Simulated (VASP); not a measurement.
# MnO2 (P-3m1) in VASP: further runs

MnO2 is run at these levels: r2SCAN, LDA; tasks: single point, relaxation of cell and atoms.

All numbers are computed with VASP 6.6.1; they aren't measurements. Logs are shortened: lines on timing, memory, paths and dates and some standing lists are left out, and cuts for length are marked.

## Step 1: The cell of the first run

The structure is trigonal, space group P-3m1 (No. 164). Conventional cell: a = 2.913 Å, b = 2.913 Å, c = 4.692 Å, α = 90.00°, β = 90.00°, γ = 120.00°. Mn (site symmetry -3m) has 6 O at 1.94 Å within 2.6 Å. Within 2.6 Å of O (site symmetry 3m) lie 3 Mn at 1.94 Å and 3 O at 2.56 Å.

## Step 2: Single point, r2SCAN, collinear spin, ferromagnetic start

Input file POSCAR:

```
MnO2
1.0
    2.9126037410      0.0000000000      0.0000000000
   -1.4563018705      2.5223888309      0.0000000000
    0.0000000000      0.0000000000      4.6916199912
Mn O
1 2
Direct
    0.0000000000      0.0000000000      0.5000000000
    0.3333333333      0.6666666667      0.7062925700
    0.6666666667      0.3333333333      0.2937074300
```

Input file INCAR.step1:

```
  PREC = Accurate
  ENCUT = 520
  ISMEAR = -1
  SIGMA = 0.05
  LREAL = F
  LASPH = T
  NELM = 150
  ISPIN = 2
  MAGMOM = 4 0 0
  LMAXMIX = 4
  NBANDS = 24
  GGA = PE
  ALGO = Normal
  EDIFF = 1E-4
  LWAVE = T
  LCHARG = F
```

Input file INCAR.step2:

```
  PREC = Accurate
  ENCUT = 520
  EDIFF = 1E-6
  ISMEAR = -1
  SIGMA = 0.05
  LREAL = F
  LASPH = T
  NELM = 150
  ALGO = Normal
  ISIF = 2
  LWAVE = F
  LCHARG = F
  ISPIN = 2
  MAGMOM = 4 0 0
  LORBIT = 11
  LMAXMIX = 4
  METAGGA = R2SCAN
  LMIXTAU = T
  NBANDS = 24
  ISTART = 1
```

Input file KPOINTS:

```
Automatic mesh
0
Gamma
  11 11 6
```

Potentials or basis: VASP PAW PBE potentials, release 64 (Mn_pv, O).

On the command line:

```bash
$ cat potpaw_PBE.64/Mn_pv/POTCAR potpaw_PBE.64/O/POTCAR > POTCAR
$ cp INCAR.step1 INCAR
$ mpirun -np 1 vasp_std > vasp.out
$ cp INCAR.step2 INCAR
$ mpirun -np 1 vasp_std > vasp.out
```

OUTCAR:

```text
PREC = Accurate
   ENCUT = 520
   EDIFF = 1E-6
   ISMEAR = -1
   LREAL = F
   LASPH = T
   NELM = 150
   ISIF = 2
   ISPIN = 2
   LORBIT = 11
   METAGGA = R2SCAN
   ISTART = 1

 ion  position               nearest neighbor table
   1  0.000  0.000  0.500-   2 1.94   3 1.94   3 1.94   2 1.94   3 1.94   2 1.94
   2  0.333  0.667  0.706-   1 1.94   1 1.94   1 1.94
   3  0.667  0.333  0.294-   1 1.94   1 1.94   1 1.94

  LATTYP: Found a hexagonal cell.
 ALAT       =     2.9126037410
 C/A-ratio  =     1.6107992739

  Lattice vectors:

 A1 = (   2.9126037410,   0.0000000000,   0.0000000000)
 A2 = (  -1.4563018705,   2.5223888309,   0.0000000000)
 A3 = (   0.0000000000,   0.0000000000,   4.6916199912)

Analysis of symmetry for initial positions (statically):
=====================================================================
 Subroutine PRICEL returns:
 Original cell was already a primitive cell.

 Routine SETGRP: Setting up the symmetry group for a
 hexagonal supercell.

 Subroutine GETGRP returns: Found 12 space group operations
 (whereof 12 operations were pure point group operations)
 out of a pool of 24 trial point group operations.

The static configuration has the point symmetry D_3d.

Analysis of symmetry for dynamics (positions and initial velocities):
=====================================================================
 Subroutine PRICEL returns:
 Original cell was already a primitive cell.

 Routine SETGRP: Setting up the symmetry group for a
 hexagonal supercell.

 Subroutine GETGRP returns: Found 12 space group operations
 (whereof 12 operations were pure point group operations)
 out of a pool of 24 trial point group operations.

The dynamic configuration has the point symmetry D_3d.

Analysis of structural, dynamic, and magnetic symmetry:
=====================================================================
 Subroutine PRICEL returns:
 Original cell was already a primitive cell.

 Routine SETGRP: Setting up the symmetry group for a
 hexagonal supercell.

 Subroutine GETGRP returns: Found 12 space group operations
 (whereof 12 operations were pure point group operations)
 out of a pool of 24 trial point group operations.

The overall configuration has the point symmetry D_3d.

 Subroutine INISYM returns: Found 12 space group operations
 (whereof 12 operations are pure point group operations),
 and found     1 'primitive' translations

----------------------------------------------------------------------------------------

[... 113 lines left out ...]
     AMIX     =   0.40;   BMIX     =  1.00
     AMIX_MAG =   1.60;   BMIX_MAG =  1.00
  volume/ion in A,a.u.               =      11.49        77.53
  Fermi-wavevector in a.u.,A,eV,Ry     =   1.470899  2.779595 29.436787  2.163543
  Thomas-Fermi vector in A             =   2.586100
   LORBIT       =     11    0 simple, 1 ext, 2 COOP (PROOUT), +10 PAW based schemes
   METAGGA = R2SCAN    functional components
   LHFCALC =     F    Hartree Fock is set to
   AEXX    =    0.0000 exact exchange contribution
   IVDW    =     0    specifies the selected vdW correction
   LEPSILON=     F    determine dielectric tensor
   LRPA    =     F    only Hartree local field effects (RPA)
 spin polarized calculation
  energy-cutoff  :      520.00
  volume of cell :       34.47
 maximum number of plane-waves:       966
 NGX is ok and might be reduce to    24
   NGX = 11   NGY = 11   NGZ = 17

 number of electron      24.9999996 magnetization       2.9999999

 Free energy of the ion-electron system (eV)
  ---------------------------------------------------
  ext. energy  EPLUGINS =         0.00000000
  ---------------------------------------------------
  free energy    TOTEN  =       -32.47246975 eV

  energy without entropy =      -32.47246975  energy(sigma->0) =      -32.47246975

 E-fermi :   2.7998     XC(G=0): -11.2250

 val. band max:        1.8291834893   @ k =   0.0909   0.0909   0.5000
 cond. band min:       3.7136377112   @ k =   0.0000   0.2727   0.3333
 fundamental gap:      1.8844542219
 Fermi energy:         2.7998174226

 spin component 1

 k-point     1 :       0.0000    0.0000    0.0000
  band No.  band energies     occupation
      1     -50.3890      1.00000
      2     -50.3590      1.00000
      3     -50.3589      1.00000
      4     -17.8627      1.00000
      5     -15.8013      1.00000
      6      -3.9756      1.00000
[... 637 lines left out ...]
     23      23.5198      0.00000
     24      25.4648      0.00000

 [... further k-points ...]

 spin component 2

 k-point     1 :       0.0000    0.0000    0.0000
  band No.  band energies     occupation
      1     -46.1485      1.00000
      2     -46.1485      1.00000
      3     -45.9508      1.00000
      4     -17.8769      1.00000
      5     -15.8418      1.00000
      6      -2.8614      1.00000
[... 637 lines left out ...]
     23      24.4559      0.00000
     24      26.3508      0.00000

 [... further k-points ...]
[... 5 lines left out ...]
  --------------------------------------------------------------------------------------
  -------------------------------------------------------------------------------------
  Total       -2.4837216     -2.4837216     -1.5681974      0.0000000      0.0000000      0.0000000
  in kB     -115.4508750   -115.4508750    -72.8945499      0.0000000      0.0000000      0.0000000
  external PRESSURE =    -101.2654333 kB  Pullay stress =       0.0000000 kB

 VOLUME and BASIS-vectors are now :
 -----------------------------------------------------------------------------
  energy-cutoff  :      520.00
  volume of cell :       34.47
      direct lattice vectors                 reciprocal lattice vectors
     2.912603741  0.000000000  0.000000000     0.343335410  0.198224791  0.000000000
    -1.456301870  2.522388831  0.000000000     0.000000000  0.396449583  0.000000000
     0.000000000  0.000000000  4.691619991     0.000000000  0.000000000  0.213145993

 POSITION                                       TOTAL-FORCE (eV/Angst)
 -----------------------------------------------------------------------------------
      0.00000      0.00000      2.34581        -0.000000      0.000000      0.000000
     -0.00000      1.68159      3.31366        -0.000000     -0.000000     -0.781342
      1.45630      0.84080      1.37796         0.000000      0.000000      0.781342
 -----------------------------------------------------------------------------------
    total drift:                               -0.000000      0.000000      0.000000

  FREE ENERGIE OF THE ION-ELECTRON SYSTEM (eV)
  ---------------------------------------------------
  free  energy   TOTEN  =       -32.4724697481 eV

  energy  without entropy=      -32.4724697477  energy(sigma->0) =      -32.47246975

 total charge

# of ion       s       p       d       tot
------------------------------------------
    1        0.359   6.418   4.803  11.580
    2        1.585   3.412   0.000   4.997
    3        1.585   3.412   0.000   4.997
--------------------------------------------------
tot          3.530  13.242   4.803  21.575

 magnetization (x)

# of ion       s       p       d       tot
------------------------------------------
    1        0.030   0.038   2.940   3.007
    2        0.004  -0.032   0.000  -0.028
    3        0.004  -0.032   0.000  -0.028
--------------------------------------------------
tot          0.037  -0.026   2.940   2.951
```

OUTCAR.step1:

```text
PREC = Accurate
   ENCUT = 520
   ISMEAR = -1
   LREAL = F
   LASPH = T
[... 1542 lines left out ...]
      0.00000      0.00000      2.34581         0.000000      0.000000      0.000000
     -0.00000      1.68159      3.31366        -0.000000      0.000000     -0.477825
      1.45630      0.84080      1.37796         0.000000     -0.000000      0.477825
 -----------------------------------------------------------------------------------
    total drift:                               -0.000000      0.000000      0.000000

  FREE ENERGIE OF THE ION-ELECTRON SYSTEM (eV)
  ---------------------------------------------------
  free  energy   TOTEN  =       -23.8093538297 eV

  energy  without entropy=      -23.8093523790  energy(sigma->0) =      -23.80935310
```

OSZICAR.step1:

```text
N       E                     dE             d eps       ncg     rms          rms(c)
DAV:   1     0.245090092346E+03    0.24509E+03   -0.14079E+04  8080   0.118E+03
DAV:   2    -0.167600669252E+02   -0.26185E+03   -0.24549E+03  8928   0.359E+02
DAV:   3    -0.313812496211E+02   -0.14621E+02   -0.14545E+02  9312   0.913E+01
DAV:   4    -0.315120811710E+02   -0.13083E+00   -0.13082E+00  8944   0.912E+00
DAV:   5    -0.315136177988E+02   -0.15366E-02   -0.15366E-02  9488   0.940E-01    0.290E+01
DAV:   6    -0.316510198650E+02   -0.13740E+00   -0.10644E+02  9768   0.745E+01    0.441E+01
DAV:   7    -0.249114114384E+02    0.67396E+01   -0.11148E+02  9288   0.768E+01    0.142E+01
DAV:   8    -0.240061458848E+02    0.90527E+00   -0.29653E+00  8544   0.148E+01    0.596E+00
DAV:   9    -0.237988283732E+02    0.20732E+00   -0.10228E+00 10968   0.899E+00    0.238E+00
DAV:  10    -0.238106175469E+02   -0.11789E-01   -0.10150E-01  8680   0.209E+00    0.123E+00
DAV:  11    -0.238088436956E+02    0.17739E-02   -0.10815E-02  8536   0.745E-01    0.456E-01
DAV:  12    -0.238095183362E+02   -0.67464E-03   -0.10194E-03  8232   0.278E-01    0.215E-01
DAV:  13    -0.238093254481E+02    0.19289E-03   -0.12769E-03  9256   0.370E-01    0.524E-02
DAV:  14    -0.238093538297E+02   -0.28382E-04   -0.16084E-04  5840   0.117E-01
   1 F= -.23809354E+02 E0= -.23809353E+02  d E =-.145061E-05  mag=     2.9993
```

Run time: 5.6 min. Hardware: 1 thread of Intel Xeon Platinum 8259CL at 2.50GHz (Skylake/Cascade Lake), shared host; peak memory 0.25 GiB.

What came out:

- Free energy: -32.4725 eV
- Pressure: -10.1 GPa
- Largest force: 0.781 eV/Å
- Band gap on the k mesh: 1.88 eV (least direct gap 2.13 eV)
- Net moment: 3.00 μB per cell
- Site moments: Mn +3.01; O -0.03 μB
- Valence electrons inside the program's atomic spheres: Mn 11.58; O 5.00

Forces in eV/Å, atoms in the order of the input:
```
Mn   0.000  0.000  0.000
O    0.000  0.000 -0.781
O    0.000  0.000  0.781
```

Levels at points of the mesh, in eV from the valence-band top:
Spin up:
| k point | band 12 | band 13 | band 14 | band 15 | band 16 | band 17 |
| --- | --- | --- | --- | --- | --- | --- |
| (0.00, 0.00, 0.00) | -0.82 | -0.54 | -0.50 | 3.19 | 3.19 | 7.79 |
| (0.00, 0.00, 0.50) | -0.86 | -0.86 | -0.13 | 3.24 | 3.24 | 10.01 |
Spin down:
```
           k point  band 8  band 9  band 10  band 11  band 12  band 13  band 14  band 15
(0.00, 0.00, 0.00)   -4.33   -0.91    -0.91    -0.49     2.09     2.09     3.51     4.82
(0.00, 0.00, 0.50)   -3.87   -1.72    -0.95    -0.95     2.08     2.08     3.60     4.87
```

Caveat: the cell stands under tension; the PAW data sets were made with another functional, which shifts forces and pressure a little; an odd mesh through Γ misses points on the zone boundary, where band edges can lie; a cell with one magnetic atom can't hold antiferromagnetic order, which such compounds often take.

## Step 3: Relaxation of cell and atoms, LDA, collinear spin, ferromagnetic start

This run uses another cell than the first one, of 10.84 Å³/atom.

Input file INCAR:

```
  PREC = Accurate
  ENCUT = 600
  EDIFF = 1E-7
  ISMEAR = -1
  SIGMA = 0.05
  LREAL = F
  LASPH = T
  NELM = 150
  ALGO = Normal
  ISIF = 3
  LWAVE = F
  LCHARG = F
  ISPIN = 2
  MAGMOM = 4 0 0
  LORBIT = 11
  LMAXMIX = 4
  IBRION = 2
  NSW = 60
  EDIFFG = -0.01
```

Input file KPOINTS:

```
regular mesh
0
Gamma
  11 11 6
```

Input file POSCAR:

```
MnO2
1.0
    2.8565781804      0.0000000000      0.0000000000
   -1.4282890902      2.4738692722      0.0000000000
    0.0000000000      0.0000000000      4.6013740589
Mn O
1 2
Direct
    0.0000000000      0.0000000000      0.5000000000
    0.3333333333      0.6666666667      0.7062925700
    0.6666666667      0.3333333333      0.2937074300
```

Potentials or basis: VASP PAW LDA potentials, release 64 (Mn_pv, O).

On the command line:

```bash
$ cat potpaw_LDA.64/Mn_pv/POTCAR potpaw_LDA.64/O/POTCAR > POTCAR
$ mpirun -np 1 vasp_std > vasp.out
```

It took 49 min on 1 thread of Oxide Virtual Turin-like, shared host; peak memory 0.2 GiB.

Results (log left out):

| Item | Value |
| --- | --- |
| Free energy | -26.1655 eV |
| Relaxed volume | 9.90 Å³/atom |
| Relaxed cell | a = 2.817 Å, b = 2.817 Å, c = 4.321 Å, α = 90.00°, β = 90.00°, γ = 120.00° |
| Space group after relaxing (to 0.1 Å) | P-3m1 (No. 164) |
| Energy gained by relaxing | 14.0 meV/atom |
| Ionic steps | 15 |
| Pressure after relaxing | 0.0 GPa |
| Band gap on the k mesh | 0.12 eV (least direct gap 0.16 eV) |
| Net moment | 2.99 μB per cell |
| Site moments | Mn +2.74; O +0.08 μB |
| Valence electrons inside the program's atomic spheres | Mn 11.88; O 4.98 |

Step by step:
| step | energy change (eV) | largest force (eV/Å) | pressure (GPa) | volume (Å³) |
| --- | --- | --- | --- | --- |
| 1 | 0.0000 | 0.4623 | -8.12 | 32.52 |
| 2 | 0.0583 | 1.3010 | 15.04 | 30.00 |
| 3 | -0.0305 | 0.1358 | -0.52 | 31.55 |
| 4 | -0.0305 | 0.1485 | -0.36 | 31.53 |
| 5 | -0.0321 | 0.0900 | -0.29 | 31.40 |
| 6 | -0.0330 | 0.0029 | -0.15 | 31.20 |
| 7 | -0.0346 | 0.0030 | -0.18 | 31.03 |
| 8 | -0.0387 | 0.0174 | -0.26 | 30.53 |
| 9 | -0.0419 | 0.0413 | 0.02 | 29.53 |
| 10 | -0.0420 | 0.0336 | -0.06 | 29.72 |
| 11 | -0.0420 | 0.0356 | -0.03 | 29.68 |
| 12 | -0.0417 | 0.0995 | 0.74 | 29.69 |
| 13 | -0.0421 | 0.0069 | 0.19 | 29.68 |
| 14 | -0.0418 | 0.0281 | -0.84 | 29.82 |
| 15 | -0.0421 | 0.0004 | -0.01 | 29.71 |

Final structure:
```xyz
3
Lattice="2.8174 0.0000 0.0000 -1.4087 2.4400 0.0000 0.0000 0.0000 4.3215" Properties=species:S:1:pos:R:3 pbc="T T T"
Mn    0.0000    0.0000    2.1607
O     0.0000    1.6266    3.1026
O     1.4087    0.8133    1.2189
```

Levels at points of the mesh, in eV from the valence-band top:
Spin up:
```csv
k point,band 10,band 11,band 12,band 13,band 14,band 15,band 16,band 17,band 18
"(0.00, 0.00, 0.00)",-2.50,-1.86,-1.86,-1.40,-0.46,2.64,2.64,7.15,10.06
"(0.00, 0.00, 0.50)",-2.51,-2.51,-1.94,-1.94,-0.04,2.75,2.75,9.22,9.69
```
Spin down:
```tsv
k point	band 7	band 8	band 9	band 10	band 11	band 12	band 13	band 14	band 15	band 16
(0.00, 0.00, 0.00)	-5.64	-5.64	-1.68	-1.68	-1.16	0.13	0.13	1.86	4.00	4.00
(0.00, 0.00, 0.50)	-5.60	-4.99	-3.09	-1.77	-1.77	0.12	0.12	2.07	4.10	4.10
```

Caveat: an odd mesh through Γ misses points on the zone boundary, where band edges can lie; a cell with one magnetic atom can't hold antiferromagnetic order, which such compounds often take.
